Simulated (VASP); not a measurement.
## PbS: vibrations by perturbation theory with LDA

Crystal: PbS.

```
Pb S
1.0
     3.65366    0.00000    0.00000
     0.00000    3.65366    0.00000
     0.00000    0.00000    3.65366
Pb S
1 1
Direct
  0.00000 0.00000 0.00000
  0.50000 0.50000 0.50000
```

```json
{
  "Program": "VASP 6.6.1",
  "Task": "vibrations by perturbation theory",
  "Functional": "LDA",
  "Potentials or basis": "VASP PAW LDA potentials, release 64 (Pb_d, S)",
  "Cutoff": "520 eV",
  "k mesh": "5 × 5 × 5",
  "Occupations": "fermi-dirac, width 0.05 eV",
  "Spin": "no spin polarisation",
  "Dipole correction": "no",
  "Further INCAR settings": "ALGO = Normal; EDIFF = 1e-08; NBANDS = 17; IBRION = 8; NSW = 1"
}
```

- Highest phonon frequency at Γ, LO-TO splitting left out: 0 cm⁻¹
- Most unstable mode: 124i cm⁻¹

Phonon frequencies in cm⁻¹ (negative: imaginary):
```
              q point           frequencies
(0.000, 0.000, 0.000)  -124 -124 -124 0 0 0
```

Wall time 46 s on 1 thread of Intel(R) Xeon(R) Platinum 8488C (Sapphire Rapids), on a shared host, peak memory 0.18 GiB.

Caveat: the cell wasn't relaxed at this level first, which shifts response properties; some modes are imaginary.
